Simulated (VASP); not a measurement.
Wanted: the native input for a VASP 6.6.1 run.

| Item | Value |
| --- | --- |
| Task | relaxation of cell and atoms |
| Functional | PBEsol |
| Potentials or basis | VASP PAW PBE potentials, release 64 (Mg) |
| Cutoff | 600 eV |
| k mesh | 28 × 28 × 28 |
| Occupations | gaussian, width 0.1 eV |
| Spin | no spin polarisation |
| Target pressure | 75 GPa |
| Dipole correction | no |
| Further INCAR settings | ALGO = Fast; EDIFF = 1e-06; IBRION = 2; EDIFFG = -0.004; NSW = 70; ISIF = 3 |

The structure of Mg lies in POSCAR:

```
Mg
1.0
   -1.5005865685      1.5005865685      1.5005865685
    1.5005865685     -1.5005865685      1.5005865685
    1.5005865685      1.5005865685     -1.5005865685
Mg
1
Direct
    0.0000000000      0.0000000000      0.0000000000
```

This isn't the form of Mg at room conditions, which is hcp.

One way to write it, as run:

INCAR

```
ALGO = Fast
EDIFF = 1E-6
EDIFFG = -0.004
ENCUT = 600
GGA = PS
IBRION = 2
ISIF = 3
ISMEAR = 0
LASPH = True
LCHARG = False
LREAL = False
LWAVE = False
NELM = 80
NSW = 70
PREC = Accurate
PSTRESS = 750.0
SIGMA = 0.1
```

KPOINTS

```
k-points
0
Gamma
  28 28 28
```

Potentials or basis: VASP PAW PBE potentials, release 64 (Mg).

Command:

```bash
$ cat potpaw_PBE.64/Mg/POTCAR > POTCAR
$ mpirun -np 1 vasp_std > vasp.out
```

It gave:

```json
{
  "Relaxed volume": "12.19 Å³/atom",
  "Relaxed cell": "a = 2.511 Å, b = 2.511 Å, c = 2.511 Å, α = 109.47°, β = 109.47°, γ = 109.47°",
  "Space group after relaxing (to 0.1 Å)": "Im-3m (No. 229)",
  "Energy change on relaxing (the run minimises the enthalpy)": "+514.0 meV/atom",
  "Ionic steps": "7",
  "Pressure after relaxing": "75.0 GPa",
  "Band gap on the k mesh": "zero (bands 1 and 2 overlap by 4.80 eV)"
}
```

Caveat: the cell is relaxed towards a set pressure, so the run minimises the enthalpy, not the energy; the PAW data sets were made with another functional, which shifts forces and pressure a little.

Wall time 100 s on 1 thread of Intel(R) Xeon(R) Platinum 8259CL CPU @ 2.50GHz (Skylake/Cascade Lake), on a shared host, peak memory 0.21 GiB.
